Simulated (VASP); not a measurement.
As, 1 atom in the cell. It takes space group Pm-3m (No. 221, cubic). Conventional cell: a = 2.623 Å, b = 2.623 Å, c = 2.623 Å, α = 90.00°, β = 90.00°, γ = 90.00°. As (site symmetry m-3m) has 6 As at 2.62 Å within 3.5 Å. This isn't the form of As at room conditions, which is rhombohedral. This cell differs from its parent crystal: strain -0.030 along x and y, -0.030 along z.

| Item | Value |
| --- | --- |
| Program | VASP 6.6.1 |
| Task | single point |
| Functional | r2SCAN |
| Potentials or basis | VASP PAW PBE potentials, release 64 (As) |
| Cutoff | 520 eV |
| k mesh | 18 × 18 × 18 |
| Occupations | gaussian, width 0.15 eV |
| Spin | no spin polarisation |
| Dipole correction | no |
| Further INCAR settings | ALGO = Normal; EDIFF = 1e-07; NBANDS = 8 |

Potentials or basis: VASP PAW PBE potentials, release 64 (As).

The run is started by

```sh
$ cat potpaw_PBE.64/As/POTCAR > POTCAR
$ cp INCAR.step1 INCAR
$ mpirun -np 1 vasp_std > vasp.out
$ cp INCAR.step2 INCAR
$ mpirun -np 1 vasp_std > vasp.out
```

Hardware: 1 thread of AMD EPYC 7R13, on a shared host.

Estimate the wall time of this run.

It took 120 s on 1 thread of AMD EPYC 7R13 (shared host), peak memory 0.12 GiB. Counts: k points 220.
